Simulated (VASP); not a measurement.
**BN: single point with PBE**

The system is BN.

```xyz
12
Lattice="-2.5546 0.0000 0.0000 -1.2773 -2.2123 0.0000 -2.2351 -1.2905 12.6735" Properties=species:S:1:pos:R:3 pbc="T T T"
B    -2.5546   -1.4749    2.9037
B    -2.5546   -1.4749    7.1283
B    -2.5546   -1.4749   11.3528
B    -1.2773   -0.7374    0.7915
B    -1.2773   -0.7374    5.0160
B    -1.2773   -0.7374    9.2405
N    -2.5546   -1.4749    1.3212
N    -2.5546   -1.4749    5.5457
N    -2.5546   -1.4749    9.7702
N    -1.2773   -0.7374   11.8825
N    -1.2773   -0.7374    3.4334
N    -1.2773   -0.7374    7.6580
```

This cell differs from its parent crystal: the part above a cut slid along it.

```
Program             : VASP 6.6.1
Task                : single point
Functional          : PBE
Potentials or basis : VASP PAW PBE potentials, release 64 (B, N)
Cutoff              : 520 eV
k mesh              : 10 × 10 × 2
Occupations         : gaussian, width 0.05 eV
Spin                : no spin polarisation
```

```json
{"Pressure": "3.2 GPa", "Largest force": "4.020 eV/Å", "Band gap on the k mesh": "2.36 eV (least direct gap 3.06 eV)"}
```

Forces in eV/Å, atoms in the order of the input:
```
B    0.265  0.153  0.547
B   -0.001  0.000  0.202
B    0.435  0.251 -0.146
B    0.606  0.350  1.416
B    0.018  0.011  0.208
B   -0.013 -0.008  0.221
N    0.786  0.454  1.913
N    0.003  0.002 -0.204
N   -0.114 -0.066 -0.473
N   -2.029 -1.172 -3.267
N    0.044  0.026 -0.203
N   -0.001 -0.001 -0.214
```

Stress tensor (GPa, compression positive):
```
-3.11  3.89  8.88
 3.89 -7.61  5.13
 8.88  5.13 20.21
```

Levels at points of the mesh, in eV from the valence-band top:
```csv
k point,band 20,band 21,band 22,band 23,band 24,band 25,band 26,band 27,band 28,band 29
"(0.00, 0.00, 0.00)",-0.76,-0.67,-0.29,-0.29,-0.01,6.32,7.54,7.64,8.25,8.29
"(0.50, 0.00, 0.00)",-3.90,-3.62,-3.27,-2.45,-0.77,2.41,5.69,6.32,6.47,6.66
"(0.50, 0.50, 0.00)",-3.90,-3.52,-3.29,-2.40,-2.05,4.04,5.26,6.24,6.40,6.60
"(0.00, 0.00, 0.50)",-0.88,-0.85,-0.58,-0.24,-0.23,6.38,7.51,7.63,8.35,8.45
"(0.50, 0.00, 0.50)",-4.00,-3.77,-3.02,-2.53,-0.71,2.36,5.66,6.26,6.50,6.61
"(0.50, 0.50, 0.50)",-4.04,-3.64,-2.92,-2.51,-1.95,4.00,5.19,6.20,6.37,6.61
```

Run time: 93 s on 1 thread of Intel(R) Xeon(R) Platinum 8559C (Emerald Rapids), on a shared host, peak memory 0.24 GiB.

Caveat: the cell differs from its parent crystal (the part above a cut slid along it); the stress differs along the axes, from -8 to 20 GPa; forces of over 1 eV/Å act on the atoms, so gaps and moduli don't describe the material at rest. A k mesh can miss the band edges.
